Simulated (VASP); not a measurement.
# MnRuC4N4 (P-43m) in VASP: single point with PBE

Aim: the single point of MnRuC4N4 with PBE.

Program: VASP 6.6.1. These are calculated values, not measurements. Logs are shortened: lines on timing, memory, paths and dates and some standing lists are left out, and cuts for length are marked.

## 1. The cell of the first run

The structure is cubic, space group P-43m (No. 215). Conventional cell: a = 5.875 Å, b = 5.875 Å, c = 5.875 Å, α = 90.00°, β = 90.00°, γ = 90.00°. Within 2.6 Å of Mn (site symmetry -43m) lie 4 N at 1.96 Å. Ru (site symmetry -43m) has 4 C at 1.94 Å within 2.6 Å. Within 1.6 Å of C (site symmetry 3m) lie 1 N at 1.18 Å. N (site symmetry 3m) has 1 C at 1.18 Å within 1.6 Å.

## 2. Single point, PBE, collinear spin, ferrimagnetic start

Input file INCAR:

```
PREC     = Accurate       # precision mode
ENCUT    = 520            # plane-wave cutoff, eV
EDIFF    = 1E-6           # SCF threshold, eV
ISMEAR   = 0              # smearing method
SIGMA    = 0.1            # smearing width, eV
LREAL    = False          # projectors in reciprocal space
LASPH    = True           # aspherical terms in the spheres
NELM     = 150            # most SCF steps
ALGO     = Normal         # electronic algorithm
ISIF     = 2              # what is computed and relaxed
LWAVE    = False          # write WAVECAR
LCHARG   = False          # write CHGCAR
ISPIN    = 2              # spin polarisation
MAGMOM   = 3.77 -0.46 0 0 0 0 0 0 0 0 # initial moments
LORBIT   = 11             # projections on sites
LMAXMIX  = 4              # l up to which the mixer works
GGA      = PE             # functional
NBANDS   = 46             # bands
```

Input file KPOINTS:

```
Automatic mesh
0
Gamma
  6 6 6
```

Input file POSCAR:

```
MnRuC4N4
1.0
    5.8754487686      0.0000000000      0.0000000000
    0.0000000000      5.8754487686      0.0000000000
    0.0000000000      0.0000000000      5.8754487686
Mn Ru C N
1 1 4 4
Direct
    0.5000000000      0.5000000000      0.5000000000
    0.0000000000      0.0000000000      0.0000000000
    0.1907197883      0.1907197883      0.1907197883
    0.1907197883      0.8092802117      0.8092802117
    0.8092802117      0.1907197883      0.8092802117
    0.8092802117      0.8092802117      0.1907197883
    0.3070536760      0.3070536760      0.3070536760
    0.3070536760      0.6929463240      0.6929463240
    0.6929463240      0.3070536760      0.6929463240
    0.6929463240      0.6929463240      0.3070536760
```

Potentials or basis: VASP PAW PBE potentials, release 64 (Mn_pv, Ru_pv, C, N).

The run is started by

```sh
$ cat potpaw_PBE.64/Mn_pv/POTCAR potpaw_PBE.64/Ru_pv/POTCAR potpaw_PBE.64/C/POTCAR potpaw_PBE.64/N/POTCAR > POTCAR
$ mpirun -np 1 vasp_std > vasp.out
```

OUTCAR:

```text
PREC = Accurate
   ENCUT = 520
   EDIFF = 1E-6
   ISMEAR = 0
   LREAL = False
   LASPH = True
   NELM = 150
   ISIF = 2
   ISPIN = 2
   LORBIT = 11
   GGA = PE

 ion  position               nearest neighbor table
   1  0.500  0.500  0.500-   7 1.96   8 1.96   9 1.96  10 1.96
   2  0.000  0.000  0.000-   3 1.94   4 1.94   5 1.94   6 1.94
   3  0.191  0.191  0.191-   7 1.18   2 1.94
   4  0.191  0.809  0.809-   8 1.18   2 1.94
   5  0.809  0.191  0.809-   9 1.18   2 1.94
   6  0.809  0.809  0.191-  10 1.18   2 1.94
   7  0.307  0.307  0.307-   3 1.18   1 1.96
   8  0.307  0.693  0.693-   4 1.18   1 1.96
   9  0.693  0.307  0.693-   5 1.18   1 1.96
  10  0.693  0.693  0.307-   6 1.18   1 1.96

  LATTYP: Found a simple cubic cell.
 ALAT       =     5.8754487686

  Lattice vectors:

 A1 = (   5.8754487686,   0.0000000000,   0.0000000000)
 A2 = (   0.0000000000,   5.8754487686,   0.0000000000)
 A3 = (   0.0000000000,   0.0000000000,   5.8754487686)

Analysis of symmetry for initial positions (statically):
=====================================================================
 Subroutine PRICEL returns:
 Original cell was already a primitive cell.

 Routine SETGRP: Setting up the symmetry group for a
 simple cubic supercell.

 Subroutine GETGRP returns: Found 24 space group operations
 (whereof 24 operations were pure point group operations)
 out of a pool of 48 trial point group operations.

The static configuration has the point symmetry T_d .

Analysis of symmetry for dynamics (positions and initial velocities):
=====================================================================
 Subroutine PRICEL returns:
 Original cell was already a primitive cell.

 Routine SETGRP: Setting up the symmetry group for a
 simple cubic supercell.

 Subroutine GETGRP returns: Found 24 space group operations
 (whereof 24 operations were pure point group operations)
 out of a pool of 48 trial point group operations.

The dynamic configuration has the point symmetry T_d .

Analysis of structural, dynamic, and magnetic symmetry:
=====================================================================
 Subroutine PRICEL returns:
 Original cell was already a primitive cell.

 Routine SETGRP: Setting up the symmetry group for a
 simple cubic supercell.

 Subroutine GETGRP returns: Found 24 space group operations
 (whereof 24 operations were pure point group operations)
 out of a pool of 48 trial point group operations.

The overall configuration has the point symmetry T_d .

 Subroutine INISYM returns: Found 24 space group operations
 (whereof 24 operations are pure point group operations),
 and found     1 'primitive' translations

----------------------------------------------------------------------------------------

                                     Primitive cell

  volume of cell :     202.8258

  direct lattice vectors                    reciprocal lattice vectors
     5.875448769  0.000000000  0.000000000     0.170199765  0.000000000  0.000000000
     0.000000000  5.875448769  0.000000000     0.000000000  0.170199765  0.000000000
     0.000000000  0.000000000  5.875448769     0.000000000  0.000000000  0.170199765

  length of vectors
     5.875448769  5.875448769  5.875448769     0.170199765  0.170199765  0.170199765

  position of ions in fractional coordinates (direct lattice)
     0.500000000  0.500000000  0.500000000
     0.000000000  0.000000000  0.000000000
     0.190719788  0.190719788  0.190719788
     0.190719788  0.809280212  0.809280212
     0.809280212  0.190719788  0.809280212
     0.809280212  0.809280212  0.190719788
     0.307053676  0.307053676  0.307053676
     0.307053676  0.692946324  0.692946324
     0.692946324  0.307053676  0.692946324
     0.692946324  0.692946324  0.307053676

  ion indices of the primitive-cell ions
   primitive index   ion index
                 1           1
                 2           2
                 3           3
                 4           4
                 5           5
                 6           6
                 7           7
                 8           8
                 9           9
                10          10

----------------------------------------------------------------------------------------

 KPOINTS: Automatic mesh

Automatic generation of k-mesh.
 Grid dimensions read from file:
 generate k-points for:    6    6    6

 Generating k-lattice:

  Cartesian coordinates                     Fractional coordinates (reciprocal lattice)
     0.028366628  0.000000000  0.000000000     0.166666667  0.000000000  0.000000000
     0.000000000  0.028366628  0.000000000     0.000000000  0.166666667  0.000000000
     0.000000000  0.000000000  0.028366628     0.000000000  0.000000000  0.166666667

  Length of vectors
     0.028366628  0.028366628  0.028366628

  Shift w.r.t. Gamma in fractional coordinates (k-lattice)
     0.000000000  0.000000000  0.000000000

 Subroutine IBZKPT returns following result:
 ===========================================

 Found     20 irreducible k-points:

 Following reciprocal coordinates:
            Coordinates               Weight
  0.000000  0.000000  0.000000      1.000000
  0.166667  0.000000  0.000000      6.000000
  0.333333  0.000000  0.000000      6.000000
  0.500000  0.000000  0.000000      3.000000
  0.166667  0.166667  0.000000     12.000000
  0.333333  0.166667  0.000000     24.000000
[... 12 lines left out ...]
  0.500000  0.500000  0.333333      6.000000
  0.500000  0.500000  0.500000      1.000000
   k-points           NKPTS =     20   k-points in BZ     NKDIM =     20   number of bands    NBANDS=     46
   number of dos      NEDOS =    301   number of ions     NIONS =     10
   total plane-waves  NPLWV = 110592
   dimension x,y,z NGX =    48 NGY =   48 NGZ =   48
   dimension x,y,z NGXF=    96 NGYF=   96 NGZF=   96
   ions per type =               1   1   4   4
   NGX,Y,Z   is equivalent  to a cutoff of  13.58, 13.58, 13.58 a.u.
   NGXF,Y,Z  is equivalent  to a cutoff of  27.16, 27.16, 27.16 a.u.
 SYSTEM =  unknown system
   PREC   = accura    normal or accurate (medium, high low for compatibility)
   ISTART =      0    job   : 0-new  1-cont  2-samecut
   ICHARG =      2    charge: 1-file 2-atom 10-const
   ISPIN  =      2    spin polarized calculation?
   LNONCOLLINEAR =      F non collinear calculations
   LSORBIT =      F    spin-orbit coupling
   LASPH  =      T    aspherical Exc in radial PAW
   ENCUT  =  520.0 eV  38.22 Ry    6.18 a.u.  10.92 10.92 10.92*2*pi/ulx,y,z
   NELM   =    150;   NELMIN=  2; NELMDL= -5     # of ELM steps
   EDIFF  = 0.1E-05   stopping-criterion for ELM
   LREAL  =      F    real-space projection
   EDIFFG = 0.1E-04   stopping-criterion for IOM
   NSW    =      0    number of steps for IOM
   IBRION =     -1    ionic relax: 0-MD 1-quasi-New 2-CG
   NFREE  =      0    steps in history (QN), initial steepest desc. (CG)
   ISIF   =      2    stress and relaxation
   ISYM   =      2    0-nonsym 1-usesym 2-fastsym
   POTIM  = 0.5000    time-step for ionic-motion
   TEBEG  =    0.0;   TEEND  =   0.0 temperature during run
   PSTRESS=    0.0 pullay stress
   NELECT =      63.0000    total number of electrons
   NUPDOWN=      -1.0000    fix difference up-down
   EMIN   =  10.00;   EMAX   =-10.00  energy-range for DOS
   EFERMI =   0.00;   METHOD = LEGACY
   ISMEAR =     0;   SIGMA  =   0.10  broadening in eV -4-tet -1-fermi 0-gaus
   EFERMI_NEDOS =   21; number of points for ismear=-14 and -15
   IALGO  =     38    algorithm
   IMIX   =      4    mixing-type and parameters
     AMIX     =   0.40;   BMIX     =  1.00
     AMIX_MAG =   1.60;   BMIX_MAG =  1.00
  volume/ion in A,a.u.               =      20.28       136.87
  Fermi-wavevector in a.u.,A,eV,Ry     =   1.108700  2.095139 16.724489  1.229215
  Thomas-Fermi vector in A             =   2.245230
   LORBIT       =     11    0 simple, 1 ext, 2 COOP (PROOUT), +10 PAW based schemes
   GGA     = PE    functional components
   LHFCALC =     F    Hartree Fock is set to
   AEXX    =    0.0000 exact exchange contribution
   IVDW    =     0    specifies the selected vdW correction
   LEPSILON=     F    determine dielectric tensor
   LRPA    =     F    only Hartree local field effects (RPA)
 spin polarized calculation
 Gauss-broadening in eV      SIGMA  =   0.10
  energy-cutoff  :      520.00
  volume of cell :      202.83
 maximum number of plane-waves:      5520
 NGX is ok and might be reduce to    48
   NGX = 21   NGY = 21   NGZ = 21

 number of electron      63.0000000 magnetization       2.9997824

 Free energy of the ion-electron system (eV)
  ---------------------------------------------------
  ext. energy  EPLUGINS =         0.00000000
  ---------------------------------------------------
  free energy    TOTEN  =       -84.04568604 eV

  energy without entropy =      -83.99929033  energy(sigma->0) =      -84.02248818

 E-fermi :  -0.2560     XC(G=0):  -7.3936

 val. band max:       -0.2689434045   @ k =   0.5000   0.1667   0.0000
 cond. band min:      -0.2554279573   @ k =   0.3333   0.3333   0.0000
 fundamental gap:      0.0135154473
 Fermi energy:        -0.2559532051

 spin component 1

 k-point     1 :       0.0000    0.0000    0.0000
  band No.  band energies     occupation
      1     -50.1945      1.00000
      2     -50.1945      1.00000
      3     -50.1945      1.00000
      4     -43.1938      1.00000
      5     -43.1938      1.00000
      6     -43.1938      1.00000
[... 909 lines left out ...]
     42       4.9528      0.00000
     43       5.1718      0.00000
 Fermi energy:        -0.2559532051

 spin component 2

 k-point     1 :       0.0000    0.0000    0.0000
  band No.  band energies     occupation
      1     -45.9789      1.00000
      2     -45.9789      1.00000
      3     -45.9789      1.00000
      4     -43.6725      1.00000
      5     -43.6725      1.00000
      6     -43.6725      1.00000
[... 909 lines left out ...]
     42       5.1042      0.00000
     43       5.4563      0.00000
 [bands above 43 left out]

------------------------ aborting loop because EDIFF is reached ----------------------------------------

  FORCE on cell =-STRESS in cart. coord.  units (eV):
  Direction    XX          YY          ZZ          XY          YZ          ZX
  --------------------------------------------------------------------------------------
  -------------------------------------------------------------------------------------
  Total        0.4091291      0.4091291      0.4091291      0.0000000      0.0000000     -0.0000000
  in kB        3.2318248      3.2318248      3.2318248      0.0000000      0.0000000     -0.0000000
  external PRESSURE =       3.2318248 kB  Pullay stress =       0.0000000 kB

 VOLUME and BASIS-vectors are now :
 -----------------------------------------------------------------------------
  energy-cutoff  :      520.00
  volume of cell :      202.83
      direct lattice vectors                 reciprocal lattice vectors
     5.875448769  0.000000000  0.000000000     0.170199765  0.000000000  0.000000000
     0.000000000  5.875448769  0.000000000     0.000000000  0.170199765  0.000000000
     0.000000000  0.000000000  5.875448769     0.000000000  0.000000000  0.170199765

 POSITION                                       TOTAL-FORCE (eV/Angst)
 -----------------------------------------------------------------------------------
      2.93772      2.93772      2.93772        -0.000000      0.000000      0.000000
      0.00000      0.00000      0.00000        -0.000000      0.000000      0.000000
      1.12056      1.12056      1.12056        -0.183756     -0.183756     -0.183756
      1.12056      4.75488      4.75488        -0.183756      0.183756      0.183756
      4.75488      1.12056      4.75488         0.183756     -0.183756      0.183756
      4.75488      4.75488      1.12056         0.183756      0.183756     -0.183756
      1.80408      1.80408      1.80408         0.151072      0.151072      0.151072
      1.80408      4.07137      4.07137         0.151072     -0.151072     -0.151072
      4.07137      1.80408      4.07137        -0.151072      0.151072     -0.151072
      4.07137      4.07137      1.80408        -0.151072     -0.151072      0.151072
 -----------------------------------------------------------------------------------
    total drift:                               -0.000000     -0.000000     -0.000000

  FREE ENERGIE OF THE ION-ELECTRON SYSTEM (eV)
  ---------------------------------------------------
  free  energy   TOTEN  =       -84.0456860357 eV

  energy  without entropy=      -83.9992903296  energy(sigma->0) =      -84.02248818

 total charge

# of ion       s       p       d       tot
------------------------------------------
    1        0.279   6.321   4.912  11.512
    2        0.431   6.377   6.026  12.833
    3        0.946   1.629   0.000   2.575
    4        0.946   1.629   0.000   2.575
    5        0.946   1.629   0.000   2.575
    6        0.946   1.629   0.000   2.575
    7        1.299   2.581   0.000   3.880
    8        1.299   2.581   0.000   3.880
    9        1.299   2.581   0.000   3.880
   10        1.299   2.581   0.000   3.880
--------------------------------------------------
tot          9.689  29.538  10.938  50.165

 magnetization (x)

# of ion       s       p       d       tot
------------------------------------------
    1        0.019   0.072   3.807   3.899
    2       -0.004  -0.097  -0.528  -0.629
    3       -0.002   0.037   0.000   0.036
    4       -0.002   0.037   0.000   0.036
    5       -0.002   0.037   0.000   0.036
    6       -0.002   0.037   0.000   0.036
    7       -0.000  -0.079   0.000  -0.080
    8       -0.000  -0.079   0.000  -0.080
    9       -0.000  -0.079   0.000  -0.080
   10       -0.000  -0.079   0.000  -0.080
--------------------------------------------------
tot          0.007  -0.193   3.279   3.094
```

Run time: 18 min. Hardware: 1 thread of Intel Xeon 8259CL, shared host; peak memory 0.59 GiB.

What came out:

```yaml
Free_energy: -84.0457 eV
Pressure: 0.3 GPa
Largest_force: 0.318 eV/Å
Band_gap_on_the_k_mesh: zero (filled and empty bands overlap)
Net_moment: 3.00 μB per cell
Site_moments: Mn +3.90; Ru -0.63; C +0.04; N -0.08 μB
Valence_electrons_inside_the_program's_atomic_spheres: Mn 11.51; Ru 12.83; C 2.58; N 3.88
```

Forces in eV/Å, atoms in the order of the input:
```
Mn   0.000  0.000  0.000
Ru   0.000  0.000  0.000
C   -0.184 -0.184 -0.184
C   -0.184  0.184  0.184
C    0.184 -0.184  0.184
C    0.184  0.184 -0.184
N    0.151  0.151  0.151
N    0.151 -0.151 -0.151
N   -0.151  0.151 -0.151
N   -0.151 -0.151  0.151
```

Caveat: a cell with one magnetic atom can't hold antiferromagnetic order, which such compounds often take.
